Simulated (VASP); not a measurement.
A run of VASP 6.6.1:

The input INCAR:

```
ALGO     = Normal         # electronic algorithm
EDIFF    = 1E-7           # SCF threshold, eV
EDIFFG   = -0.01          # ionic threshold
ENCUT    = 600            # plane-wave cutoff, eV
GGA      = PE             # functional
IBRION   = 2              # ionic algorithm
ISIF     = 3              # what is computed and relaxed
ISMEAR   = 0              # smearing method
LASPH    = T              # aspherical terms in the spheres
LCHARG   = F              # write CHGCAR
LREAL    = F              # projectors in reciprocal space
LWAVE    = F              # write WAVECAR
NELM     = 100            # most SCF steps
NSW      = 100            # ionic steps
PREC     = Accurate       # precision mode
SIGMA    = 0.1            # smearing width, eV
```

Contents of KPOINTS:

```
k-points
0
Gamma
  8 8 6
```

Contents of POSCAR:

```
GaBTe3
1.0
    4.6044267201      0.0000000000      0.0000000000
    0.0000000000      4.6044267201      0.0000000000
    0.0000000000      0.0000000000      8.6183673649
Ga B Te
1 1 3
Direct
    0.0000000000      0.0000000000      0.8693701786
    0.0000000000      0.0000000000      0.2632690332
    0.0000000000      0.5000000000      0.1361569462
    0.5000000000      0.0000000000      0.1361569462
    0.0000000000      0.0000000000      0.5121580958
```

Potentials or basis: VASP PAW PBE potentials, release 64 (Ga_d, B, Te).

Command:

```console
$ cat potpaw_PBE.64/Ga_d/POTCAR potpaw_PBE.64/B/POTCAR potpaw_PBE.64/Te/POTCAR > POTCAR
$ mpirun -np 1 vasp_std > vasp.out
```

Hardware: 1 thread of Intel(R) Xeon(R) 6975P-C (Granite Rapids), on a shared host.

Task: Estimate the wall time of this run.

Result: Run time: 27 min on 1 thread of Intel(R) Xeon(R) 6975P-C (Granite Rapids), with other jobs on the host, peak memory 0.57 GiB. Counts: scf iterations 131, k points 60, ion steps 15.
